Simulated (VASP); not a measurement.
Sb:

```xyz
1
Lattice="-1.8588 1.8588 1.8588 1.8588 -1.8588 1.8588 1.8588 1.8588 -1.8588" Properties=species:S:1:pos:R:3 pbc="T T T"
Sb    0.0000    0.0000    0.0000
```

This cell differs from its parent crystal: volume scaled by 0.98.

Base run:

- Program: VASP 6.6.1
- Functional: PBE
- Potentials or basis: VASP PAW PBE potentials, release 64 (Sb)
- Cutoff: 520 eV
- k mesh: 10 × 10 × 10
- Occupations: fermi-dirac, width 0.05 eV
- Spin: no spin polarisation

Its results: pressure 4.6 GPa.

Problem. After a change of settings the same cell gave: pressure 3.9 GPa. Which change was it?
A. functional from PBE to r2SCAN
B. functional from PBE to HSE06; k mesh from 10 × 10 × 10 to 6 × 6 × 6
C. functional from PBE to PBE0; k mesh from 10 × 10 × 10 to 6 × 6 × 6
D. functional from PBE to LDA; potentials or basis from VASP PAW PBE potentials, release 64 (Sb) to VASP PAW LDA potentials, release 64 (Sb)

Solution. A.

Caveats: the PAW data sets were made with another functional, which shifts forces and pressure a little (some runs).
